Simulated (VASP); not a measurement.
Input of a VASP 6.6.1 run:

File INCAR:

```
ALGO = Normal
EDIFF = 1E-6
ENCUT = 600
GGA = PE
GGA_COMPAT = F
ISIF = 2
ISMEAR = 0
LASPH = T
LCHARG = F
LREAL = F
LWAVE = F
NBANDS = 19
NELM = 120
PREC = Accurate
SIGMA = 0.01
```

File KPOINTS:

```
k-points
0
Gamma
  4 4 4
```

File POSCAR:

```
CaF2
1.0
    0.0000000000      2.7641843906      2.7641843906
    2.7641843906      0.0000000000      2.7641843906
    2.7641843906      2.7641843906      0.0000000000
Ca F
1 2
Direct
    0.0000000000      0.0000000000      0.0000000000
    0.2500000000      0.2500000000      0.2500000000
    0.7500000000      0.7500000000      0.7500000000
```

Potentials or basis: VASP PAW PBE potentials, release 64 (Ca_sv, F).

Run with:

```bash
$ cat potpaw_PBE.64/Ca_sv/POTCAR potpaw_PBE.64/F/POTCAR > POTCAR
$ mpirun -np 1 vasp_std > vasp.out
```

Problem. What does it give for the band gap on the k mesh?

Solution. 7.07 eV, indirect (least direct gap 7.32 eV).

Problem. Predict the pressure.

Solution. -0.6 GPa.

Caveat: the k points lie up to 0.49 Å⁻¹ apart. A k mesh can miss the band edges.
